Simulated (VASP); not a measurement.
# Ca8Se7 (a cell with a defect) in VASP: a series of runs, part 2 of 2

VASP 6.6.1. Earlier steps stand in the parts before.

### 3 Single point, PBE

Input file INCAR:

```
SYSTEM = Ca8Se7
PREC = Accurate ; ENCUT = 400
EDIFF = 1E-6 ; ISMEAR = -1
SIGMA = 0.05 ; LREAL = .FALSE.
LASPH = .TRUE. ; NELM = 120
ALGO = Normal ; ISIF = 2
LWAVE = .FALSE. ; LCHARG = .TRUE.
GGA = PE ; LELF = .TRUE.
LVHAR = .TRUE. ; NBANDS = 74
GGA_COMPAT = .FALSE.
```

Input file KPOINTS:

```
Automatic mesh
0
G
  2 2 2
  0 0 0
```

Input file POSCAR:

```
Ca8Se7
1.0
    0.0000000000      5.8953040000      5.8953040000
    5.8953040000      0.0000000000      5.8953040000
    5.8953040000      5.8953040000      0.0000000000
Ca Se
8 7
Direct
   -0.0099865079      0.0229712497     -0.0029442926
   -0.0121320292      0.0000805726      0.5009495694
    0.0278209572      0.4954078704      0.0053871692
   -0.0072672249      0.4969320496      0.5176568503
    0.5062203747     -0.0165950730      0.0042070774
    0.5111508245      0.0000804878      0.5009523682
    0.4714505817      0.4954010005      0.0053853881
    0.5093496451      0.5037994648      0.4775521330
    0.2495402273      0.2346731398      0.2663049268
    0.2636852145      0.2487541779      0.7475891828
    0.2351654809      0.7533977892      0.2523405070
    0.2496554885      0.7639595855      0.7367869409
    0.7492301500      0.6811970172     -0.1795970997
    0.7400268926      0.2487557045      0.7475873170
    0.7591466021      0.7534008424      0.2523433906
```

Potentials or basis: VASP PAW PBE potentials, release 64 (Ca_sv, Se).

Run with:

```
$ cat potpaw_PBE.64/Ca_sv/POTCAR potpaw_PBE.64/Se/POTCAR > POTCAR
$ mpirun -np 1 vasp_std > vasp.out
```

OUTCAR:

```text
SYSTEM = Ca8Se7
   PREC = Accurate
   ENCUT = 400
   EDIFF = 1E-6
   ISMEAR = -1
   LREAL = .FALSE.
   LASPH = .TRUE.
   NELM = 120
   ISIF = 2
   GGA = PE

 ion  position               nearest neighbor table
   1  0.990  0.023  0.997-  10 2.95  14 2.95  11 2.95  15 2.95
   2  0.988  0.000  0.501-  11 2.92  14 2.92   9 2.93  12 2.94
   3  0.028  0.495  0.005-  13 2.79   9 2.85  12 2.90  10 2.98  15 2.98
   4  0.993  0.497  0.518-  13 2.91  11 2.94  15 2.94  14 2.96  10 2.96
   5  0.506  0.983  0.004-  13 2.91  10 2.95  14 2.95  11 2.96  15 2.96
   6  0.511  0.000  0.501-  15 2.92  10 2.92   9 2.93  12 2.94
   7  0.471  0.495  0.005-  13 2.79   9 2.85  12 2.90  14 2.98  11 2.98
   8  0.509  0.504  0.478-  11 2.95  15 2.95  10 2.96  14 2.96
   9  0.250  0.235  0.266-   3 2.85   7 2.85   6 2.93   2 2.93
  10  0.264  0.249  0.748-   6 2.92   5 2.95   1 2.95   8 2.96   4 2.96   3 2.98
  11  0.235  0.753  0.252-   2 2.92   4 2.94   8 2.95   1 2.95   5 2.96   7 2.98
[... 813 lines left out ...]

  FORCE on cell =-STRESS in cart. coord.  units (eV):
  Direction    XX          YY          ZZ          XY          YZ          ZX
  --------------------------------------------------------------------------------------
  -------------------------------------------------------------------------------------
  Total        1.7577377      4.3349331      4.3352098     -0.0091348      1.0899468      0.0090541
  in kB        6.8725204     16.9490113     16.9500931     -0.0357157      4.2615469      0.0354005
  external PRESSURE =      13.5905416 kB  Pullay stress =       0.0000000 kB

 VOLUME and BASIS-vectors are now :
 -----------------------------------------------------------------------------
  energy-cutoff  :      400.00
  volume of cell :      409.78
      direct lattice vectors                 reciprocal lattice vectors
     0.000000000  5.895304000  5.895304000    -0.084813268  0.084813268  0.084813268
     5.895304000  0.000000000  5.895304000     0.084813268 -0.084813268  0.084813268
     5.895304000  5.895304000  0.000000000     0.084813268  0.084813268 -0.084813268

 POSITION                                       TOTAL-FORCE (eV/Angst)
 -----------------------------------------------------------------------------------
      6.01337     11.71438      5.97185        -0.087352      0.099451     -0.099434
      2.95373      8.77703      5.82426        -0.000111      0.088527     -0.112828
      2.95234      0.19577      3.08459         0.003764     -0.152901     -0.295273
      5.98131      8.90421      8.78203        -0.146440      0.001794     -0.001821
      5.82227      3.00913      8.78179         0.153500     -0.000045      0.000098
      2.95374      5.96666      3.01386        -0.000141      0.112908     -0.088411
      2.95229      2.81109      5.69988         0.003886      0.295173      0.152899
      5.78537      5.81809      5.97282         0.091175      0.101845     -0.101767
      2.95342      3.04106      2.85458         0.001718      0.021010     -0.021119
      5.87375      5.96177      3.02099         0.048584     -0.000273     -0.101210
      5.92913      2.87400      5.82788        -0.051862      0.103862      0.004399
      8.84736      5.81538      5.97557         0.001563      0.114455     -0.114505
      8.85239      9.25346      8.43280        -0.014829     -0.882645      0.882621
      5.87375      8.76994      5.82917         0.048488      0.101214      0.000213
      5.92917      5.96304      8.91693        -0.051944     -0.004375     -0.103863
 -----------------------------------------------------------------------------------
    total drift:                               -0.000071     -0.000347      0.000385

  FREE ENERGIE OF THE ION-ELECTRON SYSTEM (eV)
  ---------------------------------------------------
  free  energy   TOTEN  =       -67.1574731534 eV

  energy  without entropy=      -67.1399259563  energy(sigma->0) =      -67.14869955
```

OSZICAR:

```text
N       E                     dE             d eps       ncg     rms          rms(c)
DAV:   1     0.107117531570E+04    0.10712E+04   -0.50133E+04  1200   0.126E+03
DAV:   2     0.189309776070E+02   -0.10522E+04   -0.10300E+04  1402   0.394E+02
DAV:   3    -0.619546039821E+02   -0.80886E+02   -0.80411E+02  1524   0.901E+01
DAV:   4    -0.680458772688E+02   -0.60913E+01   -0.60674E+01  2136   0.234E+01
DAV:   5    -0.684055017878E+02   -0.35962E+00   -0.35947E+00  1664   0.373E+00    0.118E+01
DAV:   6    -0.671941391124E+02    0.12114E+01   -0.27025E+00  1368   0.404E+00    0.726E+00
DAV:   7    -0.671316988555E+02    0.62440E-01   -0.13709E+00  1592   0.330E+00    0.212E+00
DAV:   8    -0.671511932990E+02   -0.19494E-01   -0.19266E-01  1512   0.135E+00    0.333E-01
DAV:   9    -0.671549023884E+02   -0.37091E-02   -0.10948E-02  1968   0.306E-01    0.236E-01
DAV:  10    -0.671571002714E+02   -0.21979E-02   -0.26402E-03  1496   0.187E-01    0.649E-02
DAV:  11    -0.671574648200E+02   -0.36455E-03   -0.54030E-04  1616   0.753E-02    0.244E-02
DAV:  12    -0.671574723321E+02   -0.75121E-05   -0.81145E-05  1552   0.375E-02    0.601E-03
DAV:  13    -0.671574737919E+02   -0.14598E-05   -0.70823E-06  1424   0.844E-03    0.332E-03
DAV:  14    -0.671574731534E+02    0.63847E-06   -0.94622E-07   864   0.410E-03
   1 F= -.67157473E+02 E0= -.67148700E+02  d E =-.175472E-01
```

Run time: 3.7 min. Hardware: 1 thread of Oxide Virtual Turin-like, shared host; peak memory 0.39 GiB.

Results:

* Free energy: -67.1575 eV
* Pressure: 1.4 GPa
* Largest force: 1.248 eV/Å
* Band gap on the k mesh: 0.24 eV

Forces in eV/Å, atoms in the order of the input:
```
Ca  -0.087  0.099 -0.099
Ca   0.000  0.089 -0.113
Ca   0.004 -0.153 -0.295
Ca  -0.146  0.002 -0.002
Ca   0.153  0.000  0.000
Ca   0.000  0.113 -0.088
Ca   0.004  0.295  0.153
Ca   0.091  0.102 -0.102
Se   0.002  0.021 -0.021
Se   0.049  0.000 -0.101
Se  -0.052  0.104  0.004
Se   0.002  0.114 -0.115
Se  -0.015 -0.883  0.883
Se   0.048  0.101  0.000
Se  -0.052 -0.004 -0.104
```

Caveat: the k points lie up to 0.46 Å⁻¹ apart.
